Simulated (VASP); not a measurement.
Crystal: HfN.

```xyz
2
Lattice="0.0000 2.4550 2.4550 2.4550 0.0000 2.4550 2.4550 2.4550 0.0000" Properties=species:S:1:pos:R:3 pbc="T T T"
Hf    0.0000    0.0000    0.0000
N     1.2275    1.2275    1.2275
```

- Program: VASP 6.6.1
- Task: relaxation of cell and atoms
- Functional: PBEsol
- Potentials or basis: VASP PAW PBE potentials, release 64 (Hf_pv, N)
- Cutoff: 600 eV
- k mesh: 6 × 6 × 6
- Occupations: fermi-dirac, width 0.1 eV
- Spin: no spin polarisation

At the start: pressure -6.1 GPa; volume 14.80 Å³/atom.

Task: Where does the relaxation end?

Result: Over 3 steps the energy falls by 9.0 meV/atom and the volume is 14.35 Å³/atom (-3.0 %); space group F-43m (No. 216, to 0.1 Å) before and after.

The path:
```
step  energy change (eV)  largest force (eV/Å)  pressure (GPa)  volume (Å³)
   1              0.0000                0.0000           -6.15        29.59
   2              0.0352                0.0000           12.23        27.23
   3             -0.0179                0.0000           -0.10        28.70
```

Final structure:
```
Hf N
1.0
     0.00000    2.43001    2.43001
     2.43001    0.00000    2.43001
     2.43001    2.43001    0.00000
Hf N
1 1
Direct
  0.00000 0.00000 0.00000
  0.25000 0.25000 0.25000
```

Caveat: the k points lie up to 0.37 Å⁻¹ apart in the final cell, too coarse for converged energies and pressures of a metal; the PAW data sets were made with another functional, which shifts forces and pressure a little.
